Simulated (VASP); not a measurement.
Write the native input for VASP 6.6.1 that does the following.

- Task: single point
- Functional: r2SCAN
- Potentials or basis: VASP PAW PBE potentials, release 64 (Rh_pv)
- Cutoff: 520 eV
- k mesh: 15 × 15 × 15
- Occupations: fermi-dirac, width 0.1 eV
- Spin: no spin polarisation
- Dipole correction: no
- Further INCAR settings: ALGO = Normal; EDIFF = 1e-06; NBANDS = 14

Crystal: Rh.

```
Rh
1.0
     0.00000    1.88297    1.88297
     1.88297    0.00000    1.88297
     1.88297    1.88297    0.00000
Rh
1
Direct
  0.00000 0.00000 0.00000
```

These files were run (other wordings do the same):

POSCAR

```
Rh
1.0
    0.0000000000      1.8829745599      1.8829745599
    1.8829745599      0.0000000000      1.8829745599
    1.8829745599      1.8829745599      0.0000000000
Rh
1
Direct
    0.0000000000      0.0000000000      0.0000000000
```

INCAR.step1

```
SYSTEM = Rh
ALGO = Normal
EDIFF = 1E-4
ENCUT = 520
GGA = PE
ISMEAR = -1
LASPH = .True.
LCHARG = .False.
LREAL = .False.
LWAVE = .True.
NBANDS = 14
NELM = 100
PREC = Accurate
SIGMA = 0.1
```

INCAR.step2

```
SYSTEM = Rh
ALGO = Normal
EDIFF = 1E-6
ENCUT = 520
ISIF = 2
ISMEAR = -1
ISTART = 1
LASPH = .True.
LCHARG = .False.
LMIXTAU = .True.
LREAL = .False.
LWAVE = .False.
METAGGA = R2SCAN
NBANDS = 14
NELM = 100
PREC = Accurate
SIGMA = 0.1
```

KPOINTS

```
k-points
0
Gamma
  15 15 15
  0 0 0
```

Potentials or basis: VASP PAW PBE potentials, release 64 (Rh_pv).

Launch:

```bash
$ cat potpaw_PBE.64/Rh_pv/POTCAR > POTCAR
$ cp INCAR.step1 INCAR
$ mpirun -np 1 vasp_std > vasp.out
$ cp INCAR.step2 INCAR
$ mpirun -np 1 vasp_std > vasp.out
```

Results of the run:

```json
{
  "Pressure": "9.8 GPa"
}
```

Caveat: the PAW data sets were made with another functional, which shifts forces and pressure a little.

Wall time 2.4 min on 1 thread of AMD EPYC 7R13 (shared host), peak memory 0.11 GiB.
